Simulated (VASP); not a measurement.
AlN, 2 atoms in the cell. It takes space group R3m (No. 160, trigonal). The conventional cell has a = 3.164 Å, b = 3.164 Å, c = 7.208 Å, α = 90.00°, β = 90.00°, γ = 120.00°. Al (site symmetry 3m) has 4 N at 1.80 to 1.92 Å within 2.4 Å. Within 2.4 Å of N (site symmetry 3m) lie 4 Al at 1.80 to 1.92 Å.  This cell differs from its parent crystal: ratio of the length along [111] to the lengths across it x 0.93, volume and fractional coordinates fixed.

| Item | Value |
| --- | --- |
| Program | VASP 6.6.1 |
| Task | single point |
| Functional | r2SCAN |
| Potentials or basis | VASP PAW PBE potentials, release 64 (Al, N) |
| Cutoff | 520 eV |
| k mesh | 10 × 10 × 10 |
| Occupations | gaussian, width 0.05 eV |
| Spin | no spin polarisation |
| Dipole correction | no |
| Further INCAR settings | ALGO = Normal; EDIFF = 1e-06; NBANDS = 11 |

Potentials or basis: VASP PAW PBE potentials, release 64 (Al, N).

Run with:

```sh
$ cat potpaw_PBE.64/Al/POTCAR potpaw_PBE.64/N/POTCAR > POTCAR
$ cp INCAR.step1 INCAR
$ mpirun -np 1 vasp_std > vasp.out
$ cp INCAR.step2 INCAR
$ mpirun -np 1 vasp_std > vasp.out
```

Hardware: 1 thread of Intel Xeon 8259CL, on a shared host.

Task: Estimate the wall time of this run.

Result: Wall time 66 s on 1 thread of Intel Xeon 8259CL, on a shared host, peak memory 0.15 GiB. Counts: k points 116.
